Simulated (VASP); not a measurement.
A run of VASP 6.6.1 is set up as follows.

INCAR

```
PREC     = Accurate       # precision mode
ENCUT    = 520            # plane-wave cutoff, eV
EDIFF    = 1E-7           # SCF threshold, eV
ISMEAR   = 1              # smearing method
SIGMA    = 0.05           # smearing width, eV
LREAL    = Auto         
LASPH    = T              # aspherical terms in the spheres
NELM     = 100            # most SCF steps
ALGO     = Normal         # electronic algorithm
ISIF     = 2              # what is computed and relaxed
LWAVE    = F              # write WAVECAR
LCHARG   = F              # write CHGCAR
GGA      = PE             # functional
NBANDS   = 54             # bands
```

KPOINTS

```
Automatic mesh
0
Gamma
  3 3 3
```

The input POSCAR:

```
Sb5As3
1.0
    4.3084000000      2.4874600000      7.5160000000
   -4.3084000000      2.4874600000      7.5160000000
    0.0000000000     -4.9749200000      7.5160000000
As Sb
6 10
Direct
    0.1167450000      0.1167450000      0.1167450000
    0.3832550000      0.3832550000      0.3832550000
    0.3832550000      0.8832550000      0.3832550000
    0.8832550000      0.3832550000      0.8832550000
    0.6167450000      0.6167450000      0.1167450000
    0.6167450000      0.6167450000      0.6167450000
    0.1167450000      0.1167450000      0.6167450000
    0.3832550000      0.3832550000      0.8832550000
    0.1167450000      0.6167450000      0.1167450000
    0.1167450000      0.6167450000      0.6167450000
    0.3832550000      0.8832550000      0.8832550000
    0.6167450000      0.1167450000      0.1167450000
    0.8832550000      0.3832550000      0.3832550000
    0.6167450000      0.1167450000      0.6167450000
    0.8832550000      0.8832550000      0.3832550000
    0.8832550000      0.8832550000      0.8832550000
```

Potentials or basis: VASP PAW PBE potentials, release 64 (As, Sb).

Run with:

```console
$ cat potpaw_PBE.64/As/POTCAR potpaw_PBE.64/Sb/POTCAR > POTCAR
$ mpirun -np 1 vasp_std > vasp.out
```

(1) Predict the pressure.

(2) Predict the largest force.

(3) Predict the band gap on the k mesh.

## Answers

(1) -3.6 GPa.

(2) 1.343 eV/Å.

(3) zero (band 40 reaches 5.21 eV, above the bottom of band 41 at 5.19 eV).

Caveat: spin-orbit coupling is left out, which moves the levels of the heavy elements; forces of over 1 eV/Å act on the atoms, so gaps and moduli don't describe the material at rest.
